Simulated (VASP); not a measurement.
Input of a VASP 6.6.1 run:

File INCAR:

```
ALGO = Normal
EDIFF = 1E-6
ENCUT = 400
GGA = PE
GGA_COMPAT = False
ISIF = 2
ISMEAR = -1
LASPH = True
LCHARG = False
LREAL = False
LWAVE = False
NBANDS = 118
NELM = 120
PREC = Accurate
SIGMA = 0.5
```

Contents of KPOINTS:

```
k-points
0
Gamma
  4 4 2
```

Contents of POSCAR:

```
Ru
1.0
    5.4830553700      0.0000000600      0.0000000000
   -2.7415277300      4.7484652100      0.0000000000
    0.0000000000      0.0000000000      8.7086425000
Ru
15
Direct
    0.1692271016      0.3296547243      0.1325293810
    0.2891496979      0.2067419554      0.4328782586
    0.3290100019      0.1693081753      0.8651945467
    0.1670853971      0.8411709496      0.1205735567
    0.3255819543      0.6874155830      0.3702272771
    0.1704649538      0.8076251631      0.6291434055
    0.3327937202      0.6557775707      0.8762636657
    0.6578842512      0.3319082884      0.1200304181
    0.8108411075      0.1734006495      0.3701410409
    0.6884830842      0.3279743854      0.6291270999
    0.8437987841      0.1667064861      0.8759451315
    0.6646432830      0.8348162585      0.1222978208
    0.8272918179      0.6705122202      0.3742583302
    0.6691067821      0.8313833597      0.6233041487
    0.8354128230      0.6637422431      0.8735198396
```

Potentials or basis: VASP PAW PBE potentials, release 64 (Ru_pv).

Command:

```bash
$ cat potpaw_PBE.64/Ru_pv/POTCAR > POTCAR
$ mpirun -np 1 vasp_std > vasp.out
```

Question: Estimate the band gap on the k mesh.

Answer: Zero (bands 105 and 106 overlap by 1.11 eV).

Question: What does it give for the pressure?

Answer: -5.7 GPa.

Question: Estimate the largest force.

Answer: 1.246 eV/Å.

Forces in eV/Å, atoms in the order of the input:
```
Ru  -0.069  0.044 -0.034
Ru   0.619 -0.341 -1.026
Ru  -0.009  0.009  0.195
Ru  -0.031  0.008  0.100
Ru   0.038 -0.111  0.138
Ru  -0.172  0.131  0.039
Ru  -0.043  0.016  0.017
Ru  -0.024  0.022  0.110
Ru   0.110  0.020  0.139
Ru  -0.179  0.081  0.040
Ru  -0.047  0.029  0.019
Ru  -0.030  0.012  0.072
Ru  -0.022  0.007  0.067
Ru  -0.105  0.056  0.090
Ru  -0.037  0.017  0.034
```

Caveat: the k points lie up to 0.36 Å⁻¹ apart, too coarse for converged energies and pressures of a metal; so wide a smearing shifts energies and pressures.
